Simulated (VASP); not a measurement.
## TiO2: single point with LDA

TiO2:

```
CELL_PARAMETERS angstrom
4.54813 0.00000 0.00000
0.00000 4.54813 0.00000
0.00000 0.00000 2.91717
ATOMIC_POSITIONS crystal
Ti 0.00000 0.00000 0.00000
Ti 0.50000 0.50000 0.50000
O 0.30397 0.30397 0.00000
O 0.19603 0.80397 0.50000
O 0.69603 0.69603 0.00000
O 0.80397 0.19603 0.50000
```

- Program: VASP 6.6.1
- Task: single point
- Functional: LDA
- Potentials or basis: VASP PAW LDA potentials, release 64 (Ti_sv, O)
- Cutoff: 520 eV
- k mesh: 6 × 6 × 8
- Occupations: gaussian, width 0.01 eV
- Spin: no spin polarisation
- Dipole correction: no
- Further INCAR settings: ALGO = Normal; EDIFF = 1e-06; NBANDS = 33

```
Pressure               : 1.3 GPa
Largest force          : 0.038 eV/Å
Band gap on the k mesh : 1.83 eV
```

Forces in eV/Å, atoms in the order of the input:
```
Ti   0.000  0.000  0.000
Ti   0.000  0.000  0.000
O   -0.027 -0.027  0.000
O    0.027 -0.027  0.000
O    0.027  0.027  0.000
O   -0.027  0.027  0.000
```

Stress tensor (GPa, compression positive):
```
1.10 0.00 0.00
0.00 1.10 0.00
0.00 0.00 1.57
```

Levels at points of the mesh, in eV from the valence-band top:
```tsv
k point	band 21	band 22	band 23	band 24	band 25	band 26	band 27	band 28
(0.00, 0.00, 0.00)	-0.69	-0.47	-0.47	0.00	1.83	2.11	2.42	2.53
(0.50, 0.00, 0.00)	-1.69	-1.69	-0.79	-0.79	2.55	2.55	3.11	3.11
(0.50, 0.50, 0.00)	-1.31	-1.31	-1.11	-1.11	1.87	1.87	2.56	2.56
(0.00, 0.00, 0.50)	-2.58	-2.58	-1.47	-1.47	3.05	3.05	3.29	3.29
(0.50, 0.00, 0.50)	-2.15	-2.15	-1.11	-1.11	1.87	1.87	3.31	3.31
(0.50, 0.50, 0.50)	-1.39	-1.39	-0.68	-0.68	2.62	2.62	3.25	3.25
```

Run time: 100 s on 1 thread of Intel Xeon 8259CL, with other jobs on the host, peak memory 0.2 GiB.

A k mesh can miss the band edges.
